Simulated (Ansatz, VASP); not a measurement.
**As: VASP beside Ansatz**

```xyz
2
Lattice="1.9055 1.1002 3.5603 -1.9055 1.1002 3.5603 0.0000 -2.2003 3.5603" Properties=species:S:1:pos:R:3 pbc="T T T"
As    0.0000    0.0000    2.4139
As    0.0000    0.0000    8.2670
```

Alike in both runs: task single point; functional LDA; k mesh 9 × 9 × 9; occupations fermi-dirac, width 0.05 eV; no spin polarisation.

|  | VASP | Ansatz |
| --- | --- | --- |
| version | VASP 6.6.1 | Ansatz 0.2.0 |
| potentials or method | VASP PAW LDA potentials, release 64 (As_d) | Ansatz PAW |
| plane-wave cutoff (eV) | 600 | 420 |
| valence electrons in the cell | 30 | 30 |

|  | VASP | Ansatz | Ansatz less VASP |
| --- | --- | --- | --- |
| gap on the k mesh at the Fermi level (eV) | none | none | - |
| pressure (GPa) | -3.8 | -4.1 | -0.24 |
| traceless stress, the component that is largest in VASP (GPa) | 0.29 | 0.35 | +0.064 |
| rms of the force components (eV/Å) | 0.028 | 0.008 | -0.0197 |

LDA's correlation is that of Perdew and Zunger in VASP and of Perdew and Wang (1992) in Ansatz. Atom by atom the forces differ by 0.020 eV/Å (rms over components). A gap of «none» marks a metal or a gap that the smearing closes.
